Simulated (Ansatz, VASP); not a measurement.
## LaBiS2F in VASP and in Ansatz

```
La Bi S F
1.0
     4.07950    0.00000    0.00000
     0.00000    4.07950    0.00000
     0.00000    0.00000   12.70814
La Bi S F
2 2 4 2
Cartesian
  2.0397 0.0000 7.9546
  0.0000 2.0397 4.7536
  0.0000 2.0397 11.3284
  2.0397 0.0000 1.3797
  2.0397 0.0000 11.0907
  0.0000 2.0397 1.6175
  0.0000 2.0397 8.6700
  2.0397 0.0000 4.0381
  0.0000 0.0000 6.3541
  2.0397 2.0397 6.3541
```

Alike in both runs: functional PBEsol; k mesh 6 × 6 × 2; occupations gaussian, width 0.1 eV; no spin polarisation.

Ansatz relaxed the structure, and its values are those at the end. VASP's run is a single point on that final structure, the one shown.

|  | VASP | Ansatz |
| --- | --- | --- |
| version | VASP 6.6.1 | Ansatz 0.2.0 |
| potentials or method | VASP PAW PBE potentials, release 64 (La, Bi_d, S, F), cutoff 520 eV | scalar-relativistic, plane waves, PAW |
| valence electrons in the cell | 90 | 90 |

```csv
,VASP,Ansatz,Ansatz less VASP
gap on the k mesh at the Fermi level (eV),none,none,-
pressure (GPa),-0.2,-0.1,+0.11
rms of the force components (eV/Å),0.012,0.012,+0.0003
```

VASP's potentials were made for PBE, not for PBEsol. A gap of «none» marks a metal or a gap that the smearing closes.

Neither program's run includes spin-orbit coupling.
